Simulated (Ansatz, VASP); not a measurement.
## HgTe in VASP and in Ansatz

```xyz
2
Lattice="-0.0584 2.8923 2.8923 2.8923 -0.0584 2.8923 2.8923 2.8923 -0.0584" Properties=species:S:1:pos:R:3 pbc="T T T"
Hg    0.0000    0.0000    0.0000
Te    2.8631    2.8631    2.8631
```

Change from the starting cell: equal xy, yz and zx shear strains of -2 %.

Alike in both runs: task single point; functional LDA; k mesh 10 × 10 × 10; occupations fermi-dirac, width 0.08 eV; no spin polarisation.

|  | VASP | Ansatz |
| --- | --- | --- |
| version | VASP 6.6.1 | Ansatz 0.2.0 |
| potentials or method | VASP PAW LDA potentials, release 64 (Hg, Te), cutoff 520 eV | all-electron LAPW, scalar-relativistic |

|  | VASP | Ansatz | Ansatz less VASP |
| --- | --- | --- | --- |
| pressure (GPa) | 4.4 | 3.9 | -0.54 |
| traceless stress, the component that is largest in VASP (GPa) | 0.38 | 0.38 | +0.005 |

LDA's correlation is that of Perdew and Zunger in VASP and of Perdew and Wang (1992) in Ansatz. Ansatz ran all-electron here, and VASP with PAW potentials.

Neither program's run includes spin-orbit coupling.
